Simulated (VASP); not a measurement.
Wanted: the native input for a VASP 6.6.1 run.

| Item | Value |
| --- | --- |
| Task | single point |
| Functional | b88 exchange, pbe correlation |
| Potentials or basis | VASP PAW PBE potentials, release 64 (Ti_sv) |
| Cutoff | 500 eV |
| k mesh | 8 × 8 × 4 |
| Occupations | methfessel-paxton, width 0.05 eV |
| Spin | non-collinear spin, typed start |
| Starting moments | [[1.0, 0.0, 0.0], [1.0, 0.0, 0.0]] μB |
| Dipole correction | no |
| Further INCAR settings | ALGO = Normal; EDIFF = 1e-06; NBANDS = 36 |

The structure of Ti lies in POSCAR:

```
Ti
1.0
    2.9695369932      0.0000000000      0.0000000000
   -1.4847684966      2.5716944736      0.0000000000
    0.0000000000      0.0000000000      4.7109942807
Ti
2
Direct
    0.6666666667      0.3333333333      0.7500000000
    0.3333333333      0.6666666667      0.2500000000
```

One way to write it, as run:

INCAR

```
PREC = Accurate
ENCUT = 500
EDIFF = 1E-6
ISMEAR = 1
SIGMA = 0.05
LREAL = F
LASPH = T
NELM = 200
ALGO = Normal
ISIF = 2
LWAVE = F
LCHARG = F
LNONCOLLINEAR = T
MAGMOM = 1 0 0 1 0 0
LORBIT = 11
LMAXMIX = 4
GGA = LIBXC
LIBXC1 = GGA_X_B88
LIBXC2 = GGA_C_PBE
NBANDS = 36
GGA_COMPAT = F
```

KPOINTS

```
Automatic mesh
0
Gamma
  8 8 4
```

Potentials or basis: VASP PAW PBE potentials, release 64 (Ti_sv).

Launch:

```sh
$ cat potpaw_PBE.64/Ti_sv/POTCAR > POTCAR
$ mpirun -np 1 vasp_ncl > vasp.out
```

It gave:

- Pressure: -4.3 GPa
- Band gap on the k mesh: zero (bands 24 and 25 overlap by 0.99 eV)
- Net moment: 0.00 μB per cell
- Valence electrons inside the program's atomic spheres: Ti 10.22

Caveat: the cell stands under tension; the PAW data sets were made with another functional, which shifts forces and pressure a little.

Run time: 2.1 min on 1 thread of AMD EPYC 9R45 96-Core Processor (Zen 5), with other jobs on the host, peak memory 0.28 GiB.
